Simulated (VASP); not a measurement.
Set up this calculation in VASP 6.6.1, as the native input.

- Task: relaxation of cell and atoms
- Functional: BLYP
- Dispersion: D4
- Potentials or basis: VASP PAW PBE potentials, release 64 (Cd, Se)
- Cutoff: 600 eV
- k mesh: 8 × 8 × 8
- Occupations: fermi-dirac, width 0.05 eV
- Spin: no spin polarisation
- Dipole correction: no
- Further INCAR settings: ALGO = Normal; EDIFF = 1e-06; IBRION = 2; EDIFFG = -0.01; NSW = 60; ISIF = 3

The structure of CdSe lies in POSCAR:

```
CdSe
1.0
    0.0000000000      2.8739580000      2.8739580000
    2.8739580000      0.0000000000      2.8739580000
    2.8739580000      2.8739580000      0.0000000000
Cd Se
1 1
Direct
    0.0000000000      0.0000000000      0.0000000000
    0.5000000000      0.5000000000      0.5000000000
```

These files were run (other wordings do the same):

INCAR

```
SYSTEM = CdSe
AGGAC = 1.0 ; AGGAX = 1.0
ALDAC = 0.0 ; ALDAX = 1.0
ALGO = Normal ; EDIFF = 1E-6
EDIFFG = -0.01 ; ENCUT = 600
GGA = B5 ; IBRION = 2
ISIF = 3 ; ISMEAR = -1
IVDW = 13 ; LASPH = .True.
LCHARG = .False. ; LREAL = .False.
LWAVE = .False. ; NELM = 80
NSW = 60 ; PREC = Accurate
SIGMA = 0.05 ; VDW_A1 = 0.44488865
VDW_A2 = 4.0933009 ; VDW_S6 = 1.0
VDW_S8 = 2.34076671
```

KPOINTS

```
k-points
0
Gamma
  8 8 8
  0 0 0
```

Potentials or basis: VASP PAW PBE potentials, release 64 (Cd, Se).

Command:

```console
$ cat potpaw_PBE.64/Cd/POTCAR potpaw_PBE.64/Se/POTCAR > POTCAR
$ mpirun -np 1 vasp_std > vasp.out
```

Results of the run:

```json
{
 "Relaxed volume": "23.38 Å³/atom",
 "Relaxed cell": "a = 4.044 Å, b = 4.044 Å, c = 4.044 Å, α = 60.00°, β = 60.00°, γ = 60.00°",
 "Space group after relaxing (to 0.05 Å)": "Fm-3m (No. 225)",
 "Energy gained by relaxing": "1.1 meV/atom",
 "Ionic steps": "3",
 "Pressure after relaxing": "0.0 GPa",
 "Band gap on the k mesh": "zero (band 9 reaches 2.81 eV, above the bottom of band 10 at 2.29 eV)",
 "Dispersion energy per atom": "-0.758 eV"
}
```

Caveat: the PAW data sets were made with another functional, which shifts forces and pressure a little; pairwise dispersion overbinds metals, which lowers pressure and volume.

It took 100 s on 1 thread of Intel(R) Xeon(R) Platinum 8259CL CPU @ 2.50GHz (Skylake/Cascade Lake) (shared host), peak memory 0.19 GiB.
